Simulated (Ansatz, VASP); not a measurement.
**One calculation of Sb, two programs**

```
CELL_PARAMETERS angstrom
3.35773 0.00000 0.00000
-1.67887 2.90788 0.00000
0.00000 0.00000 5.31217
ATOMIC_POSITIONS crystal
Sb 0.33333 0.66667 0.25000
Sb 0.66667 0.33333 0.75000
```

Change from the starting cell: volume scaled by 0.99.

Alike in both runs: task single point; functional PBE; k mesh 12 × 12 × 7; occupations fermi-dirac, width 0.05 eV; no spin polarisation.

|  | VASP | Ansatz |
| --- | --- | --- |
| version | VASP 6.6.1 | Ansatz 0.2.0 |
| potentials or method | VASP PAW PBE potentials, release 64 (Sb), cutoff 520 eV | all-electron LAPW, scalar-relativistic |

|  | VASP | Ansatz | Ansatz less VASP |
| --- | --- | --- | --- |
| pressure (GPa) | 3.6 | 3.8 | +0.14 |
| traceless stress, the component that is largest in VASP (GPa) | -0.76 | -0.76 | +0.004 |

Ansatz ran all-electron here, and VASP with PAW potentials.

Spin-orbit coupling is off throughout.
